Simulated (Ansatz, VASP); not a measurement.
Al in VASP and in Ansatz

```
CELL_PARAMETERS angstrom
0.00000 2.05907 2.05907
2.05907 0.00000 2.05907
2.05907 2.05907 0.00000
ATOMIC_POSITIONS crystal
Al 0.00000 0.00000 0.00000
```

Change from the starting cell: volume scaled by 1.06, crystal datasets.

Alike in both runs: task electric field gradients; functional r2SCAN; k mesh 15 × 15 × 15; occupations fermi-dirac, width 0.03 eV; no spin polarisation.

|  | VASP | Ansatz |
| --- | --- | --- |
| version | VASP 6.6.1 | Ansatz 0.2.0 |
| potentials or method | VASP PAW PBE potentials, release 64 (Al), cutoff 520 eV | all-electron PAW with datasets made for the crystal, scalar-relativistic |

VASP gave:

| Property | Result |
| --- | --- |
| pressure (GPa) | -7.2 |

Question: What did Ansatz give for the same quantities?

Answer: Pressure (GPa): -6.9.

VASP's potentials were made for PBE, not for r2SCAN. Ansatz ran all-electron here, and VASP with PAW potentials.
